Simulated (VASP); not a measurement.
# CdIn2O4: single point with PBE

Crystal: CdIn2O4.

```
Cd In O
1.0
     0.00000    4.65790    4.65790
     4.65790    0.00000    4.65790
     4.65790    4.65790    0.00000
Cd In O
2 4 8
Direct
  0.25000 0.25000 0.25000
  0.00000 0.00000 0.00000
  0.12500 0.62500 0.62500
  0.62500 0.62500 0.62500
  0.62500 0.12500 0.62500
  0.62500 0.62500 0.12500
  0.86197 0.86197 0.86197
  0.83591 0.38803 0.38803
  0.38803 0.38803 0.83591
  0.38803 0.83591 0.38803
  0.86197 0.86197 0.41409
  0.86197 0.41409 0.86197
  0.38803 0.38803 0.38803
  0.41409 0.86197 0.86197
```

```json
{
 "Program": "VASP 6.6.1",
 "Task": "single point",
 "Functional": "PBE",
 "Potentials or basis": "VASP PAW PBE potentials, release 64 (Cd, In_d, O)",
 "Cutoff": "600 eV",
 "k mesh": "4 × 4 × 4",
 "Occupations": "fermi-dirac, width 0.02 eV",
 "Spin": "no spin polarisation",
 "Dipole correction": "no",
 "Further INCAR settings": "ALGO = Normal; EDIFF = 1e-06; NBANDS = 75"
}
```

```yaml
Pressure: 0.5 GPa
Largest_force: 0.032 eV/Å
Band_gap_on_the_k_mesh: 0.91 eV (least direct gap 0.97 eV)
```

Forces in eV/Å, atoms in the order of the input:
```
Cd   0.000  0.000  0.000
Cd   0.000  0.000  0.000
In   0.000  0.000  0.000
In   0.000  0.000  0.000
In   0.000  0.000  0.000
In   0.000  0.000  0.000
O   -0.018 -0.018 -0.018
O    0.018 -0.018 -0.018
O   -0.018 -0.018  0.018
O   -0.018  0.018 -0.018
O    0.018  0.018 -0.018
O    0.018 -0.018  0.018
O    0.018  0.018  0.018
O   -0.018  0.018  0.018
```

Levels at points of the mesh, in eV from the valence-band top:
| k point | band 60 | band 61 | band 62 | band 63 | band 64 | band 65 |
| --- | --- | --- | --- | --- | --- | --- |
| (0.00, 0.00, 0.00) | -0.08 | -0.06 | -0.06 | 0.91 | 4.84 | 5.51 |
| (0.50, 0.00, 0.00) | -0.28 | 0.00 | 0.00 | 3.57 | 3.78 | 5.75 |
| (0.50, 0.50, 0.00) | -0.20 | -0.07 | -0.07 | 4.36 | 4.36 | 5.78 |

Run time: 2.4 min on 1 thread of Intel(R) Xeon(R) 6975P-C (Granite Rapids), with other jobs on the host, peak memory 0.44 GiB.

Caveat: spin-orbit coupling is left out, which moves the levels of the heavy elements. A k mesh can miss the band edges.
